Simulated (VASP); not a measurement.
# SnTe (R-3m) in VASP: notebook

SnTe is run at these levels: PBE; tasks: electric field gradients.

Program: VASP 6.6.1. These are calculated values, not measurements. Logs are shortened: lines on timing, memory, paths and dates and some standing lists are left out, and cuts for length are marked.

### Step 1. The cell of the first run

The structure is trigonal, space group R-3m (No. 166). Conventional cell: a = 4.509 Å, b = 4.509 Å, c = 10.716 Å, α = 90.00°, β = 90.00°, γ = 120.00°. Sn (site symmetry -3m) has 6 Te at 3.16 Å within 4.2 Å. Within 4.2 Å of Te (site symmetry -3m) lie 6 Sn at 3.16 Å.

### Step 2. Electric field gradients, PBE (equal xy, yz and zx shear strains of -2 %)

INCAR reads:

```
PREC = Accurate
ENCUT = 520
EDIFF = 1E-8
ISMEAR = -1
SIGMA = 0.08
LREAL = F
LASPH = T
NELM = 80
ALGO = Normal
ISIF = 2
LWAVE = F
LCHARG = F
GGA = PE
LEFG = T
NBANDS = 17
```

KPOINTS reads:

```
regular mesh
0
Gamma
  11 11 11
```

POSCAR reads:

```
SnTe
1.0
   -0.0631300000      3.1249350000      3.1249350000
    3.1249350000     -0.0631300000      3.1249350000
    3.1249350000      3.1249350000     -0.0631300000
Sn Te
1 1
Direct
    0.0000000000      0.0000000000      0.0000000000
    0.5000000000      0.5000000000      0.5000000000
```

Potentials or basis: VASP PAW PBE potentials, release 64 (Sn_d, Te).

Command:

```console
$ cat potpaw_PBE.64/Sn_d/POTCAR potpaw_PBE.64/Te/POTCAR > POTCAR
$ mpirun -np 1 vasp_std > vasp.out
```

OUTCAR:

```text
PREC = Accurate
   ENCUT = 520
   EDIFF = 1E-8
   ISMEAR = -1
   LREAL = F
   LASPH = T
   NELM = 80
   ISIF = 2
   GGA = PE

 ion  position               nearest neighbor table
   1  0.000  0.000  0.000-   2 3.16   2 3.16   2 3.16   2 3.16   2 3.16   2 3.16
   2  0.500  0.500  0.500-   1 3.16   1 3.16   1 3.16   1 3.16   1 3.16   1 3.16

  LATTYP: Found a trigonal (rhomboedric) cell.
 ALAT       =     4.4197763411
 COS(alpha) =     0.4797000918

  Lattice vectors:

 A1 = (  -0.0631300000,   3.1249350000,   3.1249350000)
 A2 = (   3.1249350000,  -0.0631300000,   3.1249350000)
 A3 = (   3.1249350000,   3.1249350000,  -0.0631300000)

Analysis of symmetry for initial positions (statically):
=====================================================================
 Subroutine PRICEL returns:
 Original cell was already a primitive cell.

 Routine SETGRP: Setting up the symmetry group for a
 trigonal (rhombohedral) supercell.

 Subroutine GETGRP returns: Found 12 space group operations
 (whereof 12 operations were pure point group operations)
 out of a pool of 12 trial point group operations.

The static configuration has the point symmetry D_3d.

Analysis of symmetry for dynamics (positions and initial velocities):
=====================================================================
 Subroutine PRICEL returns:
 Original cell was already a primitive cell.

 Routine SETGRP: Setting up the symmetry group for a
 trigonal (rhombohedral) supercell.

 Subroutine GETGRP returns: Found 12 space group operations
 (whereof 12 operations were pure point group operations)
 out of a pool of 12 trial point group operations.

The dynamic configuration has the point symmetry D_3d.

 Subroutine INISYM returns: Found 12 space group operations
 (whereof 12 operations are pure point group operations),
 and found     1 'primitive' translations

----------------------------------------------------------------------------------------

                                     Primitive cell

  volume of cell :      62.8805

  direct lattice vectors                    reciprocal lattice vectors
    -0.063130000  3.124935000  3.124935000    -0.155234589  0.158435302  0.158435302
     3.124935000 -0.063130000  3.124935000     0.158435302 -0.155234589  0.158435302
[... 117 lines left out ...]
  energy-cutoff  :      520.00
  volume of cell :       62.88
 maximum number of plane-waves:      1729
 NGX is ok and might be reduce to    36
   NGX = 17   NGY = 17   NGZ = 17

 number of electron      20.0000000 magnetization

 Free energy of the ion-electron system (eV)
  ---------------------------------------------------
  ext. energy  EPLUGINS =         0.00000000
  ---------------------------------------------------
  free energy    TOTEN  =        -7.54437224 eV

  energy without entropy =       -7.54226709  energy(sigma->0) =       -7.54331966

 E-fermi :   6.8949     XC(G=0):  -9.4715

 val. band max:        6.7918577310   @ k =   0.4545   0.0000   0.0000
 cond. band min:       7.0010211868   @ k =   0.4545   0.4545   0.4545
 fundamental gap:      0.2091634558
 Fermi energy:         6.8948772231

 k-point     1 :       0.0000    0.0000    0.0000
  band No.  band energies     occupation
      1     -15.0070      2.00000
      2     -15.0070      2.00000
      3     -15.0018      2.00000
      4     -15.0009      2.00000
      5     -15.0009      2.00000
      6      -5.8700      2.00000
[... 457 lines left out ...]
      4     -14.9986      2.00000
      5     -14.9965      2.00000
      6      -5.1972      2.00000
[... 9 lines left out ...]
     16      14.6240      0.00000
     17      14.8429      0.00000

 [... further k-points ...]
[... 5 lines left out ...]
  --------------------------------------------------------------------------------------
  -------------------------------------------------------------------------------------
  Total        0.7879460      0.7879460      0.7879460      0.1190052      0.1190052      0.1190052
  in kB       20.0766306     20.0766306     20.0766306      3.0322164      3.0322164      3.0322164
  external PRESSURE =      20.0766306 kB  Pullay stress =       0.0000000 kB

 VOLUME and BASIS-vectors are now :
 -----------------------------------------------------------------------------
  energy-cutoff  :      520.00
  volume of cell :       62.88
      direct lattice vectors                 reciprocal lattice vectors
    -0.063130000  3.124935000  3.124935000    -0.155234589  0.158435302  0.158435302
     3.124935000 -0.063130000  3.124935000     0.158435302 -0.155234589  0.158435302
     3.124935000  3.124935000 -0.063130000     0.158435302  0.158435302 -0.155234589

 POSITION                                       TOTAL-FORCE (eV/Angst)
 -----------------------------------------------------------------------------------
      0.00000      0.00000      0.00000         0.000000     -0.000000      0.000000
      3.09337      3.09337      3.09337        -0.000000      0.000000     -0.000000
 -----------------------------------------------------------------------------------
    total drift:                               -0.000000      0.000000      0.000000

  FREE ENERGIE OF THE ION-ELECTRON SYSTEM (eV)
  ---------------------------------------------------
  free  energy   TOTEN  =        -7.5443722415 eV

  energy  without entropy=       -7.5422670862  energy(sigma->0) =       -7.54331966

 Electric field gradients (V/A^2)
---------------------------------------------------------------------
 ion       V_xx      V_yy      V_zz      V_xy      V_xz      V_yz
---------------------------------------------------------------------
   1      -0.000    -0.000    -0.000    -0.833    -0.833    -0.833
   2      -0.000    -0.000    -0.000   -11.586   -11.586   -11.586
---------------------------------------------------------------------

 Electric field gradients after diagonalization (V/A^2)
 (convention: |V_zz| > |V_xx| > |V_yy|)
----------------------------------------------------------------------
 ion       V_xx      V_yy      V_zz     asymmetry (V_yy - V_xx)/ V_zz
----------------------------------------------------------------------
   1       0.833     0.833    -1.666       0.000
   2      11.586    11.586   -23.172       0.000
----------------------------------------------------------------------

           NMR quadrupolar parameters

 Cq : quadrupolar parameter    Cq=e*Q*V_zz/h
 eta: asymmetry parameters     (V_yy - V_xx)/ V_zz
 Q  : nuclear electric quadrupole moment in mb (millibarn)
----------------------------------------------------------------------
 ion       Cq(MHz)       eta       Q (mb)
----------------------------------------------------------------------
   1      -0.004       0.000       1.000
   2      -0.056       0.000       1.000
----------------------------------------------------------------------
```

OSZICAR:

```text
N       E                     dE             d eps       ncg     rms          rms(c)
DAV:   1     0.126069977422E+03    0.12607E+03   -0.95433E+03  4996   0.135E+03
DAV:   2     0.411786229378E+01   -0.12195E+03   -0.11882E+03  5280   0.330E+02
DAV:   3    -0.725877964655E+01   -0.11377E+02   -0.11257E+02  6201   0.893E+01
DAV:   4    -0.758294417715E+01   -0.32416E+00   -0.32391E+00  5737   0.157E+01
DAV:   5    -0.759575280705E+01   -0.12809E-01   -0.12808E-01  7237   0.305E+00    0.455E+00
DAV:   6    -0.754246847832E+01    0.53284E-01   -0.12432E-01  6684   0.231E+00    0.284E+00
DAV:   7    -0.754393384749E+01   -0.14654E-02   -0.51321E-02  5927   0.110E+00    0.794E-01
DAV:   8    -0.754426531958E+01   -0.33147E-03   -0.71615E-03  6346   0.673E-01    0.173E-01
DAV:   9    -0.754437642775E+01   -0.11111E-03   -0.67261E-04  7047   0.251E-01    0.371E-02
DAV:  10    -0.754436759116E+01    0.88366E-05   -0.11832E-04  6568   0.924E-02    0.156E-02
DAV:  11    -0.754437344829E+01   -0.58571E-05   -0.44142E-05  6132   0.514E-02    0.262E-02
DAV:  12    -0.754437305665E+01    0.39164E-06   -0.25853E-06  5863   0.109E-02    0.171E-02
DAV:  13    -0.754437288538E+01    0.17128E-06   -0.10865E-07  6802   0.208E-03    0.137E-02
DAV:  14    -0.754437231339E+01    0.57199E-06   -0.11961E-06  6633   0.106E-02    0.204E-03
DAV:  15    -0.754437223824E+01    0.75145E-07   -0.13280E-07  5784   0.190E-03    0.262E-03
DAV:  16    -0.754437224153E+01   -0.32842E-08   -0.21281E-09  2966   0.303E-04
   1 F= -.75443722E+01 E0= -.75433197E+01  d E =-.210516E-02
```

Wall time 3.7 min (1 thread of AMD EPYC 9R45 (Zen 5), shared host); peak memory 0.28 GiB.

What came out:

```
Free energy            : -7.5444 eV
Pressure               : 2.0 GPa
Band gap on the k mesh : 0.21 eV, indirect (least direct gap 0.40 eV)
```

Electric field gradients, principal values (V/Å²):
```csv
atom,least,middle,greatest (by size)
1 Sn,0.833,0.833,-1.666
2 Te,11.586,11.586,-23.172
```

Caveat: the cell differs from its parent crystal (equal xy, yz and zx shear strains of -2 %); without QUAD_EFG the Cq values of the log hold for a quadrupole moment of 1 mb, not for the nuclei; spin-orbit coupling is left out, which moves the levels of the heavy elements.

(Continued in part 2 of 2.)
